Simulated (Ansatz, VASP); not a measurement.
ZrO2 in VASP and in Ansatz

```xyz
6
Lattice="3.5961 0.0000 0.0000 0.0000 3.5961 0.0000 0.0000 0.0000 5.1770" Properties=species:S:1:pos:R:3 pbc="T T T"
Zr    0.0000    0.0000    0.0000
Zr    1.7980    1.7980    2.5885
O     0.0000    1.7980    1.0509
O     0.0000    1.7980    3.6394
O     1.7980    0.0000    1.5376
O     1.7980    0.0000    4.1261
```

Alike in both runs: task relaxation of the atoms; functional PBE; k mesh 6 × 6 × 6; occupations gaussian, width 0.02 eV; no spin polarisation.

|  | VASP | Ansatz |
| --- | --- | --- |
| version | VASP 6.6.1 | Ansatz 0.2.0 |
| potentials or method | VASP PAW PBE potentials, release 64 (Zr_sv, O), cutoff 520 eV | scalar-relativistic, plane waves, PAW |
| valence electrons in the cell | 48 | 48 |

|  | VASP | Ansatz | Ansatz less VASP |
| --- | --- | --- | --- |
| gap on the k mesh at the Fermi level, each at its own relaxed structure (eV) | 4.02 | 4.03 | +0.009 |

Ansatz's warnings: stress scf threshold loose.
